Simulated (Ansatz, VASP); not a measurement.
One calculation of In, two programs

```
In
1.0
     1.70303    0.98324    8.20746
    -1.70303    0.98324    8.20746
     0.00000   -1.96649    8.20746
In
3
Direct
  0.00000 0.00000 0.00000
  0.77801 0.77801 0.77801
  0.22199 0.22199 0.22199
```

Change from the starting cell: equal xx and yy strain of +2 %.

Alike in both runs: task single point; functional PBEsol; k mesh 14 × 14 × 14; occupations fermi-dirac, width 0.05 eV; no spin polarisation.

|  | VASP | Ansatz |
| --- | --- | --- |
| version | VASP 6.6.1 | Ansatz 0.2.0 |
| potentials or method | VASP PAW PBE potentials, release 64 (In_d), cutoff 520 eV | all-electron LAPW, scalar-relativistic |

```tsv
	VASP	Ansatz	Ansatz less VASP
pressure (GPa)	-2.6	-2.5	+0.04
traceless stress, the component that is largest in VASP (GPa)	0.27	0.26	-0.001
```

VASP's potentials were made for PBE, not for PBEsol. Ansatz ran all-electron here, and VASP with PAW potentials.
